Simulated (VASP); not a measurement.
Input of a VASP 6.6.1 run:

The input POSCAR:

```
Cr
1.0
    0.0000000000      1.8167431579      1.8167431579
    1.8167431579      0.0000000000      1.8167431579
    1.8167431579      1.8167431579      0.0000000000
Cr
1
Direct
    0.0000000000      0.0000000000      0.0000000000
```

The input INCAR.step1:

```
PREC = Accurate
ENCUT = 600
ISMEAR = -1
SIGMA = 0.1
LREAL = False
LASPH = True
NELM = 60
GGA = PE
ALGO = Normal
EDIFF = 1E-4
LWAVE = True
LCHARG = False
```

Contents of INCAR.step2:

```
PREC = Accurate
ENCUT = 600
EDIFF = 1E-6
ISMEAR = -1
SIGMA = 0.1
LREAL = False
LASPH = True
NELM = 60
ALGO = Normal
ISIF = 3
LWAVE = False
LCHARG = False
METAGGA = R2SCAN
LMIXTAU = True
IBRION = 2
NSW = 80
EDIFFG = -0.01
ISTART = 1
```

File KPOINTS:

```
Automatic mesh
0
Gamma
  15 15 15
```

Potentials or basis: VASP PAW PBE potentials, release 64 (Cr_pv).

Run with:

```bash
$ cat potpaw_PBE.64/Cr_pv/POTCAR > POTCAR
$ cp INCAR.step1 INCAR
$ mpirun -np 1 vasp_std > vasp.out
$ cp INCAR.step2 INCAR
$ mpirun -np 1 vasp_std > vasp.out
```

**Question.** Estimate the relaxed cell.

**Answer.** a = 2.547 Å, b = 2.547 Å, c = 2.547 Å, α = 60.00°, β = 60.00°, γ = 60.00°.

**Question.** Predict the band gap on the k mesh.

**Answer.** Zero (band 6 reaches 13.31 eV, above the bottom of band 7 at 10.04 eV).

**Question.** Predict the space group after relaxing (to 0.05 Å).

**Answer.** Fm-3m (No. 225).

**Question.** Predict the relaxed volume.

**Answer.** 11.68 Å³/atom.

Final structure:
```cif
data_structure
_symmetry_space_group_name_H-M 'P 1'
_symmetry_Int_Tables_number 1
_cell_length_a 2.5467
_cell_length_b 2.5467
_cell_length_c 2.5467
_cell_angle_alpha 60.000
_cell_angle_beta 60.000
_cell_angle_gamma 60.000
_cell_volume 11.68
loop_
_atom_site_label
_atom_site_type_symbol
_atom_site_fract_x
_atom_site_fract_y
_atom_site_fract_z
_atom_site_occupancy
Cr1 Cr 0.00000 0.00000 0.00000 1
```

Caveat: the PAW data sets were made with another functional, which shifts forces and pressure a little; the run has no spin polarisation, though such a crystal can be magnetic. Spin polarisation is off, so any magnetic state and its effect on volume and gap are missing.
